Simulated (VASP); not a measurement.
Wanted: the native input for a VASP 6.6.1 run.

```yaml
Task: single point
Functional: PBEsol
Potentials_or_basis: VASP PAW PBE potentials, release 64 (Al, Ni)
Cutoff: 520 eV
k_mesh: 12 × 12 × 1
Occupations: gaussian, width 0.1 eV
Spin: no spin polarisation
Dipole_correction: yes
Further_INCAR_settings: ALGO = Fast; EDIFF = 1e-07; NBANDS = 30
```

The structure of Al4Ni3 lies in POSCAR:

```
Al4Ni3
1.0
    2.8621655562      0.0000000000      0.0000000000
    0.0000000000      2.8621655562      0.0000000000
    0.0000000000      0.0000000000     23.5864966686
Al Ni
4 3
Direct
    0.0000000000      0.0000000000      0.3188355135
    0.0000000000      0.0000000000      0.4388888452
    0.0000000000      0.0000000000      0.5611111526
    0.0000000000      0.0000000000      0.6811644852
    0.5000000000      0.5000000000      0.3763457807
    0.5000000000      0.5000000000      0.4999999981
    0.5000000000      0.5000000000      0.6236542247
```

The input as run:

INCAR

```
PREC = Accurate ; ENCUT = 520
EDIFF = 1E-7 ; ISMEAR = 0
SIGMA = 0.1 ; LREAL = F
LASPH = T ; NELM = 80
ALGO = Fast ; ISIF = 2
LWAVE = F ; LCHARG = F
LDIPOL = T ; IDIPOL = 3
DIPOL = 0.5 0.5 0.500 ; GGA = PS
NBANDS = 30
```

KPOINTS

```
regular mesh
0
Gamma
  12 12 1
```

Potentials or basis: VASP PAW PBE potentials, release 64 (Al, Ni).

Launch:

```sh
$ cat potpaw_PBE.64/Al/POTCAR potpaw_PBE.64/Ni/POTCAR > POTCAR
$ mpirun -np 1 vasp_std > vasp.out
```

It gave:

The largest force is 0.015 eV/Å and the band gap on the k mesh is zero (bands 21 and 22 overlap by 1.50 eV).

Caveat: the PAW data sets were made with another functional, which shifts forces and pressure a little.

Run time: 4.3 min on 1 thread of AMD EPYC 7R13 Processor (Zen 3), with other jobs on the host, peak memory 0.36 GiB.
